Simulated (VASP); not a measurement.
A run of VASP 6.6.1 is set up as follows.

File INCAR:

```
PREC     = Accurate       # precision mode
ENCUT    = 500            # plane-wave cutoff, eV
EDIFF    = 1E-6           # SCF threshold, eV
ISMEAR   = 0              # smearing method
SIGMA    = 0.05           # smearing width, eV
LREAL    = F              # projectors in reciprocal space
LASPH    = T              # aspherical terms in the spheres
NELM     = 200            # most SCF steps
ALGO     = Normal         # electronic algorithm
ISIF     = 2              # what is computed and relaxed
LWAVE    = F              # write WAVECAR
LCHARG   = F              # write CHGCAR
ISPIN    = 2              # spin polarisation
MAGMOM   = 1.43 1.43 -0.03 -0.03 -0.03 -0.03 # initial moments
LORBIT   = 11             # projections on sites
NUPDOWN  = 3.6            # fixed moment
LMAXMIX  = 4              # l up to which the mixer works
LDAU     = T              # DFT+U
LDAUTYPE = 2            
LDAUL    = 2 -1           # shell
LDAUU    = 4 0            # U, eV
LDAUJ    = 0 0          
LDAUPRINT= 1            
GGA      = CA             # functional
NBANDS   = 39             # bands
GGA_COMPAT= F
```

File KPOINTS:

```
Automatic mesh
0
Gamma
  7 7 2
```

File POSCAR:

```
MoS2
1.0
    3.1610015200      0.0000000000      0.0000000000
   -1.5805007600      2.7375076200      0.0000000000
    0.0000000000      0.0000000000     12.2949997000
Mo S
2 4
Direct
    0.3333333333      0.6666666667      0.2500000000
    0.6666666667      0.3333333333      0.7500000000
    0.3333333333      0.6666666667      0.6275000000
    0.6666666667      0.3333333333      0.1275000000
    0.3333333333      0.6666666667      0.8725000000
    0.6666666667      0.3333333333      0.3725000000
```

Potentials or basis: VASP PAW LDA potentials, release 64 (Mo_sv, S).

Launch:

```console
$ cat potpaw_LDA.64/Mo_sv/POTCAR potpaw_LDA.64/S/POTCAR > POTCAR
$ mpirun -np 1 vasp_std > vasp.out
```

(1) Predict the pressure.

(2) What does it give for the largest force?

Answers

(1) 15.5 GPa.

(2) 1.438 eV/Å.

Caveat: the cell stands under pressure; the total moment is fixed, so each spin has its own Fermi level; forces of over 1 eV/Å act on the atoms, so gaps and moduli don't describe the material at rest.
